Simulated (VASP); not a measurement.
CS2, 6 atoms in the cell. Symmetry: Cmce, No. 64, orthorhombic system. Conventional cell: a = 6.204 Å, b = 5.402 Å, c = 9.316 Å, α = 90.00°, β = 90.00°, γ = 90.00°. S (site symmetry m) has 1 C at 1.56 Å within 2.1 Å. C (site symmetry 2/m) has 2 S at 1.56 Å within 2.1 Å. 

| Property | Result |
| --- | --- |
| Program | VASP 6.6.1 |
| Task | single point |
| Functional | PBE |
| Dispersion | D3(BJ) |
| Potentials or basis | VASP PAW PBE potentials, release 64 (S, C) |
| Cutoff | 520 eV |
| k mesh | 6 × 6 × 3 |
| Occupations | fermi-dirac, width 0.05 eV |
| Spin | no spin polarisation |
| Dipole correction | no |
| Further INCAR settings | ALGO = Normal; EDIFF = 1e-06; NBANDS = 25 |

Potentials or basis: VASP PAW PBE potentials, release 64 (S, C).

Launch:

```bash
$ cat potpaw_PBE.64/S/POTCAR potpaw_PBE.64/C/POTCAR > POTCAR
$ mpirun -np 1 vasp_std > vasp.out
```

Hardware: 1 thread of Intel(R) Xeon(R) 6975P-C (Granite Rapids) (shared host).

Question: How long does it take, and how much memory?

Answer: Run time: 38 s on 1 thread of Intel(R) Xeon(R) 6975P-C (Granite Rapids), with other jobs on the host, peak memory 0.29 GiB. Counts: scf iterations 15, k points 26.
